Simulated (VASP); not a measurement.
LiPb, 2 atoms in the cell. The structure is tetragonal, space group P4/mmm (No. 123). The conventional cell has a = 3.465 Å, b = 3.465 Å, c = 3.638 Å, α = 90.00°, β = 90.00°, γ = 90.00°. Li (site symmetry 4/mmm) has 8 Pb at 3.05 Å and 6 Li at 3.47 to 3.64 Å within 4.0 Å. Within 4.0 Å of Pb (site symmetry 4/mmm) lie 8 Li at 3.05 Å and 6 Pb at 3.47 to 3.64 Å.  This cell differs from its parent crystal: ratio of the length along z to the lengths across it x 1.05, volume and fractional coordinates fixed.

```yaml
Program: VASP 6.6.1
Task: single point
Functional: PBEsol
Potentials_or_basis: VASP PAW PBE potentials, release 64 (Li_sv, Pb_d)
Cutoff: 520 eV
k_mesh: 16 × 16 × 16
Occupations: gaussian, width 0.15 eV
Spin: no spin polarisation
Dipole_correction: no
Further_INCAR_settings: ALGO = Fast; EDIFF = 1e-06; NBANDS = 16
```

Potentials or basis: VASP PAW PBE potentials, release 64 (Li_sv, Pb_d).

Run with:

```bash
$ cat potpaw_PBE.64/Li_sv/POTCAR potpaw_PBE.64/Pb_d/POTCAR > POTCAR
$ mpirun -np 1 vasp_std > vasp.out
```

Hardware: 1 thread of AMD EPYC 7R13 Processor (Zen 3) (shared host).

Task: How long does it take, and how much memory?

Result: It took 3.7 min on 1 thread of AMD EPYC 7R13 Processor (Zen 3) (shared host), peak memory 0.34 GiB. Counts: scf iterations 15, k points 405.
